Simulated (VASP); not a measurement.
# GdRe3 (Pm-3m) in VASP: a series of runs

The runs below take GdRe3 through single point, with PBE+U.

Program: VASP 6.6.1. These are calculated values, not measurements. Logs are shortened: lines on timing, memory, paths and dates and some standing lists are left out, and cuts for length are marked.

## Step 1: The cell of the first run

It takes space group Pm-3m (No. 221, cubic). The conventional cell has a = 4.134 Å, b = 4.134 Å, c = 4.134 Å, α = 90.00°, β = 90.00°, γ = 90.00°. Within 3.8 Å of Gd (site symmetry m-3m) lie 12 Re at 2.92 Å. Within 3.8 Å of Re (site symmetry 4/mmm) lie 4 Gd at 2.92 Å and 8 Re at 2.92 Å. Re (site symmetry 4/mmm) has 8 Re at 2.92 Å and 4 Gd at 2.92 Å within 3.8 Å.

## Step 2: Single point, PBE+U, collinear spin, antiferromagnetic start

File INCAR:

```
PREC = Accurate ; ENCUT = 600
EDIFF = 1E-6 ; ISMEAR = 0
SIGMA = 0.05 ; LREAL = F
LASPH = T ; NELM = 200
ALGO = Normal ; ISIF = 2
LWAVE = F ; LCHARG = T
ISPIN = 2 ; MAGMOM = 7 -7 0 0 0 0 0 0
LORBIT = 11 ; LMAXMIX = 6
LDAU = T ; LDAUTYPE = 2
LDAUL = 3 -1 ; LDAUU = 6 0
LDAUJ = 0 0 ; LDAUPRINT = 1
GGA = PE ; LVHAR = T
NBANDS = 53 ; GGA_COMPAT = F
KPAR = 4
```

File KPOINTS:

```
Automatic mesh
0
Gamma
  8 8 4
```

File POSCAR:

```
GdRe3
1.0
    4.1337201340      0.0000000000      0.0000000000
    0.0000000000      4.1337201340      4.1337201340
    0.0000000000      0.0000000000      8.2674402680
Gd Re
2 6
Direct
    0.0000000000      0.0000000000      0.0000000000
    0.0000000000      0.0000000000      0.5000000000
    0.0000000000      0.5000000000      0.0000000000
    0.5000000000      0.5000000000      0.7500000000
    0.5000000000      0.0000000000      0.2500000000
    0.0000000000      0.5000000000      0.5000000000
    0.5000000000      0.5000000000      0.2500000000
    0.5000000000      0.0000000000      0.7500000000
```

Potentials or basis: VASP PAW PBE potentials, release 64 (Gd, Re).

Run with:

```bash
cat potpaw_PBE.64/Gd/POTCAR potpaw_PBE.64/Re/POTCAR > POTCAR
mpirun -np 4 vasp_std > vasp.out
```

OUTCAR:

```text
PREC = Accurate
   ENCUT = 600
   EDIFF = 1E-6
   ISMEAR = 0
   LREAL = F
   LASPH = T
   NELM = 200
   ISIF = 2
   ISPIN = 2
   LORBIT = 11
   GGA = PE

 ion  position               nearest neighbor table
   1  0.000  0.000  0.000-   3 2.92   4 2.92   5 2.92   8 2.92   6 2.92   3 2.92   6 2.92   7 2.92
                             4 2.92   5 2.92   8 2.92   7 2.92
   2  0.000  0.000  0.500-   5 2.92   6 2.92   7 2.92   8 2.92   3 2.92   3 2.92   4 2.92   6 2.92
                             5 2.92   7 2.92   8 2.92   4 2.92
   3  0.000  0.500  0.000-   1 2.92   4 2.92   7 2.92   8 2.92   2 2.92   1 2.92   2 2.92   5 2.92
                             4 2.92   7 2.92   8 2.92   5 2.92
   4  0.500  0.500  0.750-   2 2.92   3 2.92   6 2.92   8 2.92   5 2.92   1 2.92   5 2.92   8 2.92
                             2 2.92   3 2.92   6 2.92   1 2.92
   5  0.500  0.000  0.250-   1 2.92   2 2.92   3 2.92   7 2.92   4 2.92   4 2.92   6 2.92   7 2.92
                             1 2.92   2 2.92   3 2.92   6 2.92
   6  0.000  0.500  0.500-   2 2.92   4 2.92   5 2.92   7 2.92   1 2.92   1 2.92   2 2.92   8 2.92
                             4 2.92   5 2.92   7 2.92   8 2.92
   7  0.500  0.500  0.250-   1 2.92   3 2.92   5 2.92   6 2.92   8 2.92   2 2.92   5 2.92   8 2.92
                             1 2.92   3 2.92   6 2.92   2 2.92
   8  0.500  0.000  0.750-   1 2.92   2 2.92   4 2.92   6 2.92   7 2.92   3 2.92   4 2.92   7 2.92
                             1 2.92   2 2.92   6 2.92   3 2.92

  LATTYP: Found a simple tetragonal cell.
 ALAT       =     5.8459630766
 C/A-ratio  =     0.7071067812

  Lattice vectors:

 A1 = (   0.0000000000,   4.1337201340,  -4.1337201340)
 A2 = (   0.0000000000,   4.1337201340,   4.1337201340)
 A3 = (   4.1337201340,   0.0000000000,   0.0000000000)

Analysis of symmetry for initial positions (statically):
=====================================================================
 Subroutine PRICEL returns following result:

  LATTYP: Found a simple cubic cell.
 ALAT       =     4.1337201340
[... 12 lines left out ...]
 Subroutine GETGRP returns: Found 16 space group operations
 (whereof 16 operations were pure point group operations)
 out of a pool of 16 trial point group operations.

The static configuration has the point symmetry D_4h.

Analysis of symmetry for dynamics (positions and initial velocities):
=====================================================================
 Subroutine PRICEL returns following result:

  LATTYP: Found a simple cubic cell.
 ALAT       =     4.1337201340
[... 12 lines left out ...]
 Subroutine GETGRP returns: Found 16 space group operations
 (whereof 16 operations were pure point group operations)
 out of a pool of 16 trial point group operations.

The dynamic configuration has the point symmetry D_4h.

Analysis of structural, dynamic, and magnetic symmetry:
=====================================================================
 Subroutine PRICEL returns following result:

  LATTYP: Found a simple cubic cell.
 ALAT       =     4.1337201340
[... 12 lines left out ...]
 Subroutine GETGRP returns: Found 16 space group operations
 (whereof 16 operations were pure point group operations)
 out of a pool of 16 trial point group operations.

The overall configuration has the point symmetry D_4h.

 Subroutine INISYM returns: Found 16 space group operations
 (whereof 16 operations are pure point group operations),
 and found     2 'primitive' translations

----------------------------------------------------------------------------------------

                                     Primitive cell

  volume of cell :      70.6355

  direct lattice vectors                    reciprocal lattice vectors
     4.133720134  0.000000000  0.000000000     0.241912845  0.000000000  0.000000000
     0.000000000  4.133720134  0.000000000     0.000000000  0.241912845  0.000000000
     0.000000000  0.000000000  4.133720134     0.000000000  0.000000000  0.241912845

  length of vectors
     4.133720134  4.133720134  4.133720134     0.241912845  0.241912845  0.241912845

  position of ions in fractional coordinates (direct lattice)
     0.000000000  0.000000000  0.000000000
[... 167 lines left out ...]

atom =   2  type =  1  l = 3

 onsite density matrix

spin component  1

  0.0061  0.0000  0.0016 -0.0000  0.0000 -0.0000  0.0000
  0.0000  0.0093  0.0000  0.0000 -0.0000 -0.0000  0.0000
  0.0016  0.0000  0.0052 -0.0000 -0.0000  0.0000  0.0000
 -0.0000  0.0000 -0.0000  0.0074 -0.0000 -0.0000 -0.0000
  0.0000 -0.0000 -0.0000 -0.0000  0.0053  0.0000 -0.0017
 -0.0000 -0.0000  0.0000 -0.0000  0.0000  0.0040  0.0000
  0.0000  0.0000  0.0000 -0.0000 -0.0017  0.0000  0.0061

spin component  2

  0.9883 -0.0000  0.0037  0.0000  0.0000 -0.0000 -0.0000
 -0.0000  0.9934 -0.0000 -0.0000  0.0000  0.0000 -0.0000
  0.0037 -0.0000  0.9865  0.0000  0.0000  0.0000 -0.0000
  0.0000 -0.0000  0.0000  0.9912  0.0000  0.0001 -0.0000
  0.0000  0.0000  0.0000  0.0000  0.9864 -0.0000 -0.0038
 -0.0000  0.0000  0.0000  0.0001 -0.0000  0.9836 -0.0000
 -0.0000 -0.0000 -0.0000 -0.0000 -0.0038 -0.0000  0.9883

 occupancies and eigenvectors

  o =  0.0040  v =  0.0000 -0.0000 -0.0000  0.0000  0.7906  0.0000  0.6124  0.0000  0.0000  0.0000  0.0000  0.0000  0.0000  0.0000      0.0000  0.0000  0.0000  0.0000  0.0000  0.0000  0.0000  0.0000  0.0000  0.0000  0.0000  0.0000  0.0000  0.0000
  o =  0.0040  v =  0.0000  0.0000  0.0000  0.0122 -0.0000  0.9999 -0.0000  0.0000  0.0000  0.0000  0.0000  0.0000  0.0000  0.0000      0.0000  0.0000  0.0000  0.0000  0.0000  0.0000  0.0000  0.0000  0.0000  0.0000  0.0000  0.0000  0.0000  0.0000
  o =  0.0040  v = -0.6027  0.0000  0.7980 -0.0000  0.0000 -0.0000  0.0000  0.0000  0.0000  0.0000  0.0000  0.0000  0.0000  0.0000      0.0000  0.0000  0.0000  0.0000  0.0000  0.0000  0.0000  0.0000  0.0000  0.0000  0.0000  0.0000  0.0000  0.0000
  o =  0.0074  v =  0.0000  0.0000 -0.0000 -0.9999 -0.0000  0.0122  0.0000  0.0000  0.0000  0.0000  0.0000  0.0000  0.0000  0.0000      0.0000  0.0000  0.0000  0.0000  0.0000  0.0000  0.0000  0.0000  0.0000  0.0000  0.0000  0.0000  0.0000  0.0000
  o =  0.0074  v = -0.7980  0.0000 -0.6027  0.0000 -0.0000  0.0000 -0.0000  0.0000  0.0000  0.0000  0.0000  0.0000  0.0000  0.0000      0.0000  0.0000  0.0000  0.0000  0.0000  0.0000  0.0000  0.0000  0.0000  0.0000  0.0000  0.0000  0.0000  0.0000
  o =  0.0074  v =  0.0000 -0.0000  0.0000 -0.0000  0.6124  0.0000 -0.7906  0.0000  0.0000  0.0000  0.0000  0.0000  0.0000  0.0000      0.0000  0.0000  0.0000  0.0000  0.0000  0.0000  0.0000  0.0000  0.0000  0.0000  0.0000  0.0000  0.0000  0.0000
  o =  0.0093  v =  0.0000  1.0000  0.0000  0.0000  0.0000 -0.0000 -0.0000  0.0000  0.0000  0.0000  0.0000  0.0000  0.0000  0.0000      0.0000  0.0000  0.0000  0.0000  0.0000  0.0000  0.0000  0.0000  0.0000  0.0000  0.0000  0.0000  0.0000  0.0000
  o =  0.9834  v =  0.0000  0.0000  0.0000  0.0000  0.0000  0.0000  0.0000  0.0000 -0.0000  0.0000  0.0000 -0.7906 -0.0000 -0.6124      0.0000  0.0000  0.0000  0.0000  0.0000  0.0000  0.0000  0.0000  0.0000  0.0000  0.0000  0.0000  0.0000  0.0000
  o =  0.9836  v =  0.0000  0.0000  0.0000  0.0000  0.0000  0.0000  0.0000  0.6195  0.0000 -0.7850 -0.0000 -0.0000  0.0000  0.0000      0.0000  0.0000  0.0000  0.0000  0.0000  0.0000  0.0000  0.0000  0.0000  0.0000  0.0000  0.0000  0.0000  0.0000
  o =  0.9836  v =  0.0000  0.0000  0.0000  0.0000  0.0000  0.0000  0.0000  0.0000 -0.0000  0.0000 -0.0091 -0.0000  1.0000 -0.0000      0.0000  0.0000  0.0000  0.0000  0.0000  0.0000  0.0000  0.0000  0.0000  0.0000  0.0000  0.0000  0.0000  0.0000
  o =  0.9912  v =  0.0000  0.0000  0.0000  0.0000  0.0000  0.0000  0.0000  0.0000 -0.0000  0.0000 -0.0000 -0.6124 -0.0000  0.7906      0.0000  0.0000  0.0000  0.0000  0.0000  0.0000  0.0000  0.0000  0.0000  0.0000  0.0000  0.0000  0.0000  0.0000
  o =  0.9912  v =  0.0000  0.0000  0.0000  0.0000  0.0000  0.0000  0.0000 -0.7850  0.0000 -0.6195 -0.0000 -0.0000  0.0000  0.0000      0.0000  0.0000  0.0000  0.0000  0.0000  0.0000  0.0000  0.0000  0.0000  0.0000  0.0000  0.0000  0.0000  0.0000
  o =  0.9912  v =  0.0000  0.0000  0.0000  0.0000  0.0000  0.0000  0.0000  0.0000 -0.0000  0.0000 -1.0000  0.0000 -0.0091 -0.0000      0.0000  0.0000  0.0000  0.0000  0.0000  0.0000  0.0000  0.0000  0.0000  0.0000  0.0000  0.0000  0.0000  0.0000
  o =  0.9934  v =  0.0000  0.0000  0.0000  0.0000  0.0000  0.0000  0.0000  0.0000  1.0000 -0.0000 -0.0000 -0.0000  0.0000  0.0000      0.0000  0.0000  0.0000  0.0000  0.0000  0.0000  0.0000  0.0000  0.0000  0.0000  0.0000  0.0000  0.0000  0.0000

 number of electron      77.9999998 magnetization      -0.0000000

 Free energy of the ion-electron system (eV)
  ---------------------------------------------------
  ext. energy  EPLUGINS =         0.00000000
  ---------------------------------------------------
  free energy    TOTEN  =       -90.59260819 eV

  energy without entropy =      -90.58092013  energy(sigma->0) =      -90.58676416

 E-fermi :   5.9274     XC(G=0): -12.8170

 val. band max:        5.9235462917   @ k =   0.5000   0.5000   0.0000
 cond. band min:       5.9505053562   @ k =   0.0000   0.0000   0.5000
 fundamental gap:      0.0269590644
 Fermi energy:         5.9274089716

 spin component 1

 k-point     1 :       0.0000    0.0000    0.0000
  band No.  band energies     occupation
      1     -37.4320      1.00000
      2     -34.2694      1.00000
      3     -15.0702      1.00000
      4     -15.0702      1.00000
      5     -15.0243      1.00000
      6     -12.9155      1.00000
[... 2585 lines left out ...]
     50      10.1220      0.00000
     51      10.4566      0.00000

 [... further k-points ...]

 [bands above 51 left out]

------------------------ aborting loop because EDIFF is reached ----------------------------------------

  FORCE on cell =-STRESS in cart. coord.  units (eV):
  Direction    XX          YY          ZZ          XY          YZ          ZX
  --------------------------------------------------------------------------------------
  -------------------------------------------------------------------------------------
  Total       -0.1918133      0.0350454      0.0350454      0.0000000      0.0000000      0.0000000
  in kB       -2.1753844      0.3974552      0.3974552      0.0000000      0.0000000      0.0000000
  external PRESSURE =      -0.4601580 kB  Pullay stress =       0.0000000 kB

 VOLUME and BASIS-vectors are now :
 -----------------------------------------------------------------------------
  energy-cutoff  :      600.00
  volume of cell :      141.27
      direct lattice vectors                 reciprocal lattice vectors
     4.133720134  0.000000000  0.000000000     0.241912845  0.000000000  0.000000000
     0.000000000  4.133720134  4.133720134     0.000000000  0.241912845  0.000000000
     0.000000000  0.000000000  8.267440268     0.000000000 -0.120956423  0.120956423

 POSITION                                       TOTAL-FORCE (eV/Angst)
 -----------------------------------------------------------------------------------
      0.00000      0.00000      0.00000         0.000000      0.000000     -0.000000
      0.00000      0.00000      4.13372         0.000000      0.000000     -0.000000
      0.00000      2.06686      2.06686        -0.000000     -0.000000      0.000000
      2.06686      2.06686      8.26744        -0.000000     -0.000000     -0.000000
      2.06686      0.00000      2.06686         0.000000     -0.000000      0.000000
      0.00000      2.06686      6.20058        -0.000000     -0.000000      0.000000
      2.06686      2.06686      4.13372        -0.000000     -0.000000      0.000000
      2.06686      0.00000      6.20058         0.000000     -0.000000      0.000000
 -----------------------------------------------------------------------------------
    total drift:                               -0.000000     -0.000000      0.000000

  FREE ENERGIE OF THE ION-ELECTRON SYSTEM (eV)
  ---------------------------------------------------
  free  energy   TOTEN  =       -90.5926081866 eV

  energy  without entropy=      -90.5809201332  energy(sigma->0) =      -90.58676416

 total charge

# of ion       s       p       d       f       tot
--------------------------------------------------
    1        2.074   5.646   0.812   6.953  15.485
    2        2.074   5.646   0.812   6.953  15.485
    3        0.607   0.437   4.739   0.000   5.783
    4        0.606   0.437   4.739   0.000   5.783
    5        0.606   0.437   4.739   0.000   5.783
    6        0.607   0.437   4.739   0.000   5.783
    7        0.606   0.437   4.739   0.000   5.783
    8        0.606   0.437   4.739   0.000   5.783
--------------------------------------------------
tot          7.786  13.914  30.058  13.906  65.665

 magnetization (x)

# of ion       s       p       d       f       tot
--------------------------------------------------
    1        0.002  -0.068   0.106   6.869   6.909
    2       -0.002   0.068  -0.106  -6.869  -6.909
    3        0.000   0.000   0.000   0.000   0.000
    4        0.000   0.000   0.000   0.000   0.000
    5        0.000   0.000   0.000   0.000   0.000
    6        0.000   0.000   0.000   0.000   0.000
    7        0.000   0.000   0.000   0.000   0.000
    8        0.000   0.000   0.000   0.000   0.000
--------------------------------------------------
tot          0.000   0.000   0.000   0.000   0.000
```

Run time: 13 min. Hardware: 4 MPI ranks of AMD EPYC 9R45 (Zen 5), shared host; peak memory 0.87 GiB.

What came out:

```yaml
Free_energy: -90.5926 eV
Pressure: 0.0 GPa
Band_gap_on_the_k_mesh: zero (filled and empty bands overlap)
Net_moment: 0.00 μB per cell
Site_moments: Gd +6.91, -6.91; Re +0.00 μB
Valence_electrons_inside_the_program's_atomic_spheres: Gd 15.48; Re 5.78
```

Eigenvalues of the final occupation matrices:
| site | spin | trace | eigenvalues |
| --- | --- | --- | --- |
| site 1 f | 1 | 6.92 | 0.98 0.98 0.98 0.99 0.99 0.99 0.99 |
| site 1 f | 2 | 0.04 | 0.00 0.00 0.00 0.01 0.01 0.01 0.01 |
| site 2 f | 1 | 0.04 | 0.00 0.00 0.00 0.01 0.01 0.01 0.01 |
| site 2 f | 2 | 6.92 | 0.98 0.98 0.98 0.99 0.99 0.99 0.99 |

Caveat: spin-orbit coupling is left out, which moves the levels of the heavy elements. The state reached can hang on the start; a lower one may exist.

(Continued in part 2 of 2.)
